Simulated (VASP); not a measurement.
Input of a VASP 6.6.1 run:

File INCAR:

```
SYSTEM = ZnO
PREC     = Accurate       ! precision mode
ENCUT    = 600            ! plane-wave cutoff, eV
EDIFF    = 1E-6           ! SCF threshold, eV
ISMEAR   = 0              ! smearing method
SIGMA    = 0.01           ! smearing width, eV
LREAL    = .False.        ! projectors in reciprocal space
LASPH    = .True.         ! aspherical terms in the spheres
NELM     = 100            ! most SCF steps
ALGO     = Normal         ! electronic algorithm
ISIF     = 3              ! what is computed and relaxed
LWAVE    = .False.        ! write WAVECAR
LCHARG   = .False.        ! write CHGCAR
GGA      = PE             ! functional
IBRION   = 2              ! ionic algorithm
NSW      = 80             ! ionic steps
EDIFFG   = -0.001         ! ionic threshold
```

File KPOINTS:

```
Automatic mesh
0
Gamma
  9 9 6
  0 0 0
```

Contents of POSCAR:

```
ZnO
1.0
    3.2796453204      0.0000000000      0.0000000000
   -1.6398226602      2.8402561629      0.0000000000
    0.0000000000      0.0000000000      5.2931535335
Zn O
2 2
Direct
    0.3333333333      0.6666666667      0.8104565264
    0.6666666667      0.3333333333      0.3104565264
    0.6666666667      0.3333333333      0.6895524379
    0.3333333333      0.6666666667      0.1895524379
```

Potentials or basis: VASP PAW PBE potentials, release 64 (Zn, O).

The run is started by

```sh
$ cat potpaw_PBE.64/Zn/POTCAR potpaw_PBE.64/O/POTCAR > POTCAR
$ mpirun -np 1 vasp_std > vasp.out
```

(1) What does it give for the relaxed volume?

(2) Predict the band gap on the k mesh.

(3) Estimate the relaxed cell.

(4) What does it give for the space group after relaxing (to 0.1 Å)?

## Answers

(1) 12.39 Å³/atom.

(2) 0.72 eV.

(3) a = 3.285 Å, b = 3.285 Å, c = 5.302 Å, α = 90.00°, β = 90.00°, γ = 120.00°.

(4) P6_3mc (No. 186).
